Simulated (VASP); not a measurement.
# Be (I4_1/amd) in VASP: a series of runs

Runs on Be. Level: PBE. Tasks: single point.

All numbers are computed with VASP 6.6.1; they aren't measurements. Logs are shortened: lines on timing, memory, paths and dates and some standing lists are left out, and cuts for length are marked.

## Step 1: The cell of the first run

It takes space group I4_1/amd (No. 141, tetragonal). The conventional cell has a = 3.875 Å, b = 3.875 Å, c = 2.002 Å, α = 90.00°, β = 90.00°, γ = 90.00°. Be (site symmetry -4m2) has 10 Be at 2.00 to 2.45 Å within 2.7 Å.

## Step 2: Single point, PBE (7.52 Å³/atom)

INCAR reads:

```
  PREC = Accurate
  ENCUT = 520
  EDIFF = 1E-7
  ISMEAR = -1
  SIGMA = 0.08
  LREAL = F
  LASPH = T
  NELM = 80
  ALGO = Normal
  ISIF = 2
  LWAVE = F
  LCHARG = F
  GGA = PE
  NBANDS = 9
```

KPOINTS reads:

```
regular mesh
0
Gamma
  20 20 20
```

POSCAR reads:

```
Be
1.0
   -1.9374093446      1.9374093446      1.0010734444
    1.9374093446     -1.9374093446      1.0010734444
    1.9374093446      1.9374093446     -1.0010734444
Be
2
Direct
   -0.3750000000     -0.1250000000     -0.2500000000
    0.3750000000      0.1250000000      0.2500000000
```

Potentials or basis: VASP PAW PBE potentials, release 64 (Be).

The run is started by

```
> cat potpaw_PBE.64/Be/POTCAR > POTCAR
> mpirun -np 1 vasp_std > vasp.out
```

OUTCAR:

```text
PREC = Accurate
   ENCUT = 520
   EDIFF = 1E-7
   ISMEAR = -1
   LREAL = F
   LASPH = T
   NELM = 80
   ISIF = 2
   GGA = PE

 ion  position               nearest neighbor table
   1  0.625  0.875  0.750-   2 2.00   2 2.00   2 2.00   2 2.00
   2  0.375  0.125  0.250-   1 2.00   1 2.00   1 2.00   1 2.00

  LATTYP: Found a body centered tetragonal cell.
 ALAT       =     3.8748186892
 C/A-ratio  =     0.5167072447

  Lattice vectors:

 A1 = (  -1.9374093446,   1.9374093446,   1.0010734444)
 A2 = (   1.9374093446,  -1.9374093446,   1.0010734444)
 A3 = (   1.9374093446,   1.9374093446,  -1.0010734444)

Analysis of symmetry for initial positions (statically):
=====================================================================
 Subroutine PRICEL returns:
 Original cell was already a primitive cell.

 Routine SETGRP: Setting up the symmetry group for a
 body centered tetragonal supercell.

 Subroutine GETGRP returns: Found 16 space group operations
 (whereof  4 operations were pure point group operations)
 out of a pool of 16 trial point group operations.

The static configuration has the point symmetry C_2h.
 The point group associated with its full space group is D_4h.

Analysis of symmetry for dynamics (positions and initial velocities):
=====================================================================
 Subroutine PRICEL returns:
 Original cell was already a primitive cell.

 Routine SETGRP: Setting up the symmetry group for a
 body centered tetragonal supercell.

 Subroutine GETGRP returns: Found 16 space group operations
 (whereof  4 operations were pure point group operations)
 out of a pool of 16 trial point group operations.

The dynamic configuration has the point symmetry C_2h.
 The point group associated with its full space group is D_4h.

 Subroutine INISYM returns: Found 16 space group operations
 (whereof  4 operations are pure point group operations),
 and found     1 'primitive' translations

----------------------------------------------------------------------------------------

                                     Primitive cell

  volume of cell :      15.0303

  direct lattice vectors                    reciprocal lattice vectors
    -1.937409345  1.937409345  1.001073444     0.000000000  0.258076592  0.499463853
     1.937409345 -1.937409345  1.001073444     0.258076592  0.000000000  0.499463853
     1.937409345  1.937409345 -1.001073444     0.258076592  0.258076592  0.000000000

  length of vectors
     2.917063245  2.917063245  2.917063245     0.562198958  0.562198958  0.364975416

  position of ions in fractional coordinates (direct lattice)
     0.625000000  0.875000000  0.750000000
     0.375000000  0.125000000  0.250000000

  ion indices of the primitive-cell ions
   primitive index   ion index
                 1           1
                 2           2

----------------------------------------------------------------------------------------

 KPOINTS: regular mesh

Automatic generation of k-mesh.
 Grid dimensions read from file:
 generate k-points for:   20   20   20

 Generating k-lattice:

  Cartesian coordinates                     Fractional coordinates (reciprocal lattice)
     0.000000000  0.012903830  0.024973193     0.050000000  0.000000000  0.000000000
     0.012903830  0.000000000  0.024973193     0.000000000  0.050000000  0.000000000
     0.012903830  0.012903830  0.000000000     0.000000000  0.000000000  0.050000000

  Length of vectors
     0.028109948  0.028109948  0.018248771

  Shift w.r.t. Gamma in fractional coordinates (k-lattice)
     0.000000000  0.000000000  0.000000000

 Subroutine IBZKPT returns following result:
 ===========================================

 Found    641 irreducible k-points:

 Following reciprocal coordinates:
            Coordinates               Weight
  0.000000  0.000000  0.000000      1.000000
  0.050000  0.000000 -0.000000      8.000000
  0.100000  0.000000 -0.000000      8.000000
  0.150000  0.000000 -0.000000      8.000000
  0.200000  0.000000 -0.000000      8.000000
  0.250000  0.000000 -0.000000      8.000000
[... 16 lines left out ...]
 -0.400000  0.050000  0.000000     16.000000
 -0.350000  0.050000  0.000000     16.000000
 [... further k-points ...]
   k-points           NKPTS =    641   k-points in BZ     NKDIM =    641   number of bands    NBANDS=      9
   number of dos      NEDOS =    301   number of ions     NIONS =      2
   total plane-waves  NPLWV =  13824
   dimension x,y,z NGX =    24 NGY =   24 NGZ =   24
   dimension x,y,z NGXF=    48 NGYF=   48 NGZF=   48
   ions per type =               2
   NGX,Y,Z   is equivalent  to a cutoff of  13.68, 13.68, 13.68 a.u.
   NGXF,Y,Z  is equivalent  to a cutoff of  27.36, 27.36, 27.36 a.u.
 SYSTEM =  unknown system
   PREC   = accura    normal or accurate (medium, high low for compatibility)
   ISTART =      0    job   : 0-new  1-cont  2-samecut
   ICHARG =      2    charge: 1-file 2-atom 10-const
   ISPIN  =      1    spin polarized calculation?
   LNONCOLLINEAR =      F non collinear calculations
   LSORBIT =      F    spin-orbit coupling
   LASPH  =      T    aspherical Exc in radial PAW
   ENCUT  =  520.0 eV  38.22 Ry    6.18 a.u.   5.42  5.42  5.42*2*pi/ulx,y,z
   NELM   =     80;   NELMIN=  2; NELMDL= -5     # of ELM steps
   EDIFF  = 0.1E-06   stopping-criterion for ELM
   LREAL  =      F    real-space projection
   EDIFFG = 0.1E-05   stopping-criterion for IOM
   NSW    =      0    number of steps for IOM
   IBRION =     -1    ionic relax: 0-MD 1-quasi-New 2-CG
   NFREE  =      0    steps in history (QN), initial steepest desc. (CG)
   ISIF   =      2    stress and relaxation
   ISYM   =      2    0-nonsym 1-usesym 2-fastsym
   POTIM  = 0.5000    time-step for ionic-motion
   TEBEG  =    0.0;   TEEND  =   0.0 temperature during run
   PSTRESS=    0.0 pullay stress
   NELECT =       4.0000    total number of electrons
   NUPDOWN=      -1.0000    fix difference up-down
   EMIN   =  10.00;   EMAX   =-10.00  energy-range for DOS
   EFERMI =   0.00;   METHOD = LEGACY
   ISMEAR =    -1;   SIGMA  =   0.08  broadening in eV -4-tet -1-fermi 0-gaus
   EFERMI_NEDOS =   21; number of points for ismear=-14 and -15
   IALGO  =     38    algorithm
   IMIX   =      4    mixing-type and parameters
     AMIX     =   0.40;   BMIX     =  1.00
     AMIX_MAG =   1.60;   BMIX_MAG =  1.00
  volume/ion in A,a.u.               =       7.52        50.71
  Fermi-wavevector in a.u.,A,eV,Ry     =   1.053025  1.989928 15.086972  1.108861
  Thomas-Fermi vector in A             =   2.188130
   LORBIT       =      0    0 simple, 1 ext, 2 COOP (PROOUT), +10 PAW based schemes
   GGA     = PE    functional components
   LHFCALC =     F    Hartree Fock is set to
   AEXX    =    0.0000 exact exchange contribution
   IVDW    =     0    specifies the selected vdW correction
   LEPSILON=     F    determine dielectric tensor
   LRPA    =     F    only Hartree local field effects (RPA)
 non-spin polarized calculation
  energy-cutoff  :      520.00
  volume of cell :       15.03
 maximum number of plane-waves:       423
 NGX is ok and might be reduce to    24
   NGX = 11   NGY = 11   NGZ = 11

 number of electron       4.0000000 magnetization

 Free energy of the ion-electron system (eV)
  ---------------------------------------------------
  ext. energy  EPLUGINS =         0.00000000
  ---------------------------------------------------
  free energy    TOTEN  =        -5.82031299 eV

  energy without entropy =       -5.80961055  energy(sigma->0) =       -5.81496177

 E-fermi :   7.6164     XC(G=0): -10.7686

 val. band max:        7.6018524838   @ k =  -0.4000   0.5000   0.3500
 cond. band min:       7.6394520824   @ k =   0.0500   0.0500   0.0500
 fundamental gap:      0.0375995986
 Fermi energy:         7.6164338773

 k-point     1 :       0.0000    0.0000    0.0000
  band No.  band energies     occupation
      1      -4.1540      2.00000
      2       8.4422      0.00007
      3       8.4422      0.00007
      4      14.9041      0.00000
      5      18.1321      0.00000
      6      24.6612      0.00000
      7      24.6612      0.00000
      8      27.9708      0.00000
      9      28.1573      0.00000

 k-point     2 :       0.0500    0.0000   -0.0000
  band No.  band energies     occupation
      1      -4.0689      2.00000
      2       8.4024      0.00011
      3       8.5062      0.00003
      4      15.1709      0.00000
      5      17.9760      0.00000
      6      24.3596      0.00000
      7      24.6983      0.00000
      8      27.3336      0.00000
      9      28.0384      0.00000

 k-point     3 :       0.1000    0.0000   -0.0000
  band No.  band energies     occupation
      1      -3.8135      2.00000
      2       8.3199      0.00030
      3       8.6897      0.00000
      4      15.9321      0.00000
      5      17.5378      0.00000
      6      23.5893      0.00000
      7      24.7642      0.00000
      8      25.6001      0.00000
      9      28.1388      0.00000

 k-point     4 :       0.1500    0.0000   -0.0000
  band No.  band energies     occupation
      1      -3.3879      2.00000
      2       8.2704      0.00056
      3       8.9651      0.00000
      4      16.8804      0.00000
      5      17.1023      0.00000
      6      22.4450      0.00000
      7      23.7699      0.00000
      8      24.6700      0.00000
      9      28.1247      0.00000

 k-point     5 :       0.2000    0.0000   -0.0000
  band No.  band energies     occupation
      1      -2.7924      2.00000
      2       8.3200      0.00030
      3       9.2830      0.00000
      4      16.0363      0.00000
      5      18.5811      0.00000
      6      20.7611      0.00000
      7      22.4657      0.00000
      8      24.0142      0.00000
      9      27.9028      0.00000

 k-point     6 :       0.2500    0.0000   -0.0000
  band No.  band energies     occupation
      1      -2.0287      2.00000
      2       8.5095      0.00003
      3       9.5675      0.00000
      4      14.9522      0.00000
      5      18.9646      0.00000
      6      20.1102      0.00000
      7      21.6906      0.00000
      8      22.8215      0.00000
      9      27.5039      0.00000
[... 169 lines left out ...]
 k-point    21 :       0.5000    0.0500   -0.0000
  band No.  band energies     occupation
      1       2.5839      2.00000
      2       6.8937      1.99976
      3      10.1727      0.00000
      4      11.0571      0.00000
      5      15.5830      0.00000
      6      16.1511      0.00000
      7      22.5419      0.00000
      8      25.6394      0.00000
      9      27.1216      0.00000

 k-point    22 :      -0.4500    0.0500    0.0000
  band No.  band energies     occupation
      1       1.4685      2.00000
      2       7.9754      0.02225
      3       9.6062      0.00000
      4      11.2755      0.00000
      5      15.8853      0.00000
      6      17.3005      0.00000
      7      22.0492      0.00000
      8      26.3424      0.00000
      9      27.1581      0.00000

 k-point    23 :      -0.4000    0.0500    0.0000
  band No.  band energies     occupation
      1       0.2645      2.00000
      2       8.3340      0.00025
      3       9.5833      0.00000
      4      12.0144      0.00000
      5      16.4022      0.00000
      6      18.7988      0.00000
      7      21.5487      0.00000
      8      26.3553      0.00000
      9      27.2402      0.00000

 k-point    24 :      -0.3500    0.0500    0.0000
  band No.  band energies     occupation
      1      -0.8442      2.00000
      2       7.9908      0.01840
      3       9.6951      0.00000
      4      13.4387      0.00000
      5      17.2059      0.00000
      6      20.3824      0.00000
      7      21.2930      0.00000
      8      24.4305      0.00000
      9      27.1872      0.00000

 [... further k-points ...]

------------------------ aborting loop because EDIFF is reached ----------------------------------------

  FORCE on cell =-STRESS in cart. coord.  units (eV):
  Direction    XX          YY          ZZ          XY          YZ          ZX
  --------------------------------------------------------------------------------------
  -------------------------------------------------------------------------------------
  Total        2.5283087      2.5283087      2.5415973     -0.0000000      0.0000000      0.0000000
  in kB      269.5081956    269.5081956    270.9247088     -0.0000000      0.0000000      0.0000000
  external PRESSURE =     269.9803667 kB  Pullay stress =       0.0000000 kB

 VOLUME and BASIS-vectors are now :
 -----------------------------------------------------------------------------
  energy-cutoff  :      520.00
  volume of cell :       15.03
      direct lattice vectors                 reciprocal lattice vectors
    -1.937409345  1.937409345  1.001073444     0.000000000  0.258076592  0.499463853
     1.937409345 -1.937409345  1.001073444     0.258076592  0.000000000  0.499463853
     1.937409345  1.937409345 -1.001073444     0.258076592  0.258076592  0.000000000

 POSITION                                       TOTAL-FORCE (eV/Angst)
 -----------------------------------------------------------------------------------
      1.93741      0.96870      0.75081         0.000000     -0.000000      0.000000
     -0.00000      0.96870      0.25027        -0.000000      0.000000     -0.000000
 -----------------------------------------------------------------------------------
    total drift:                                0.000000      0.000000      0.000000

  FREE ENERGIE OF THE ION-ELECTRON SYSTEM (eV)
  ---------------------------------------------------
  free  energy   TOTEN  =        -5.8203129902 eV

  energy  without entropy=       -5.8096105535  energy(sigma->0) =       -5.81496177
```

Wall time 33 s (1 thread of AMD EPYC 9R45 (Zen 5), shared host); peak memory 0.16 GiB.

Results:

```yaml
Free_energy: -5.8203 eV
Pressure: 27.0 GPa
Band_gap_on_the_k_mesh: zero (bands 2 and 3 overlap by 5.77 eV)
```

Caveat: the cell stands under pressure.

## Step 3: Single point, PBE (8.45 Å³/atom)

This run uses another cell than the first one, of 8.45 Å³/atom.

INCAR reads:

```
PREC     = Accurate       # precision mode
ENCUT    = 520            # plane-wave cutoff, eV
EDIFF    = 1E-6           # SCF threshold, eV
ISMEAR   = -1             # smearing method
SIGMA    = 0.08           # smearing width, eV
LREAL    = False          # projectors in reciprocal space
LASPH    = True           # aspherical terms in the spheres
NELM     = 80             # most SCF steps
ALGO     = Normal         # electronic algorithm
ISIF     = 2              # what is computed and relaxed
LWAVE    = False          # write WAVECAR
LCHARG   = False          # write CHGCAR
GGA      = PE             # functional
NBANDS   = 9              # bands
```

KPOINTS is that of step 2.

POSCAR reads:

```
Be
1.0
   -2.0259037403      2.0259037403      1.0299677613
    2.0259037403     -2.0259037403      1.0299677613
    2.0259037403      2.0259037403     -1.0299677613
Be
2
Direct
   -0.3750000000     -0.1250000000     -0.2500000000
    0.3750000000      0.1250000000      0.2500000000
```

Potentials or basis: VASP PAW PBE potentials, release 64 (Be).

The run is started by

```
> cat potpaw_PBE.64/Be/POTCAR > POTCAR
> mpirun -np 1 vasp_std > vasp.out
```

Run time: 29 s. Hardware: 1 thread of AMD EPYC 9R45 (Zen 5), shared host; peak memory 0.17 GiB.

Results (log left out):

- Free energy: -6.0332 eV
- Pressure: 10.6 GPa
- Band gap on the k mesh: zero (bands 2 and 3 overlap by 5.51 eV)

Stress tensor (GPa, compression positive):
```
10.56  0.00  0.00
 0.00 10.56  0.00
 0.00  0.00 10.67
```

Levels at points of the mesh, in eV from the Fermi level:
| k point | band 1 | band 2 | band 3 | band 4 | band 5 | band 6 |
| --- | --- | --- | --- | --- | --- | --- |
| (0.00, 0.00, 0.00) | -10.95 | 0.79 | 0.79 | 7.01 | 9.08 | 15.48 |
| (0.50, 0.00, 0.00) | -4.03 | -0.89 | 3.17 | 3.30 | 7.32 | 7.45 |
| (0.50, 0.50, 0.00) | -7.49 | -7.49 | 5.14 | 5.14 | 10.87 | 10.87 |
| (0.50, 0.50, 0.50) | -5.57 | -5.57 | -1.53 | -1.53 | 16.90 | 16.90 |

Caveat: the cell stands under pressure.

## Step 4: Single point, PBE (8.45 Å³/atom)

This run uses another cell than the first one, of 8.45 Å³/atom.

INCAR reads:

```
SYSTEM = Be
PREC = Accurate ; ENCUT = 520
EDIFF = 1E-7 ; ISMEAR = -1
SIGMA = 0.08 ; LREAL = .FALSE.
LASPH = .TRUE. ; NELM = 80
ALGO = Normal ; ISIF = 2
LWAVE = .FALSE. ; LCHARG = .FALSE.
GGA = PE ; NBANDS = 9
```

KPOINTS reads:

```
Automatic mesh
0
G
  20 20 20
  0 0 0
```

POSCAR is that of step 3.

The run is started by

```
> cat potpaw_PBE.64/Be/POTCAR > POTCAR
> mpirun -np 1 vasp_std > vasp.out
```

Wall time 33 s (1 thread of AMD EPYC 9R45 (Zen 5), shared host); peak memory 0.17 GiB.

Results (log left out):

| Item | Value |
| --- | --- |
| Free energy | -6.0332 eV |
| Pressure | 10.6 GPa |
| Band gap on the k mesh | zero (bands 2 and 3 overlap by 5.51 eV) |

Stress tensor (GPa, compression positive):
```
10.56  0.00  0.00
 0.00 10.56  0.00
 0.00  0.00 10.68
```

Levels at points of the mesh, in eV from the Fermi level:
```csv
k point,band 1,band 2,band 3,band 4,band 5
"(0.00, 0.00, 0.00)",-10.95,0.79,0.79,7.01,9.08
"(0.50, 0.00, 0.00)",-4.03,-0.89,3.17,3.30,7.32
"(0.50, 0.50, 0.00)",-7.49,-7.49,5.14,5.14,10.87
"(0.50, 0.50, 0.50)",-5.57,-5.57,-1.53,-1.53,16.90
```

Caveat: the cell stands under pressure.

[end of part 1 of 2]

The gap in the log of VASP goes by the Fermi energy; the results here count the filled bands.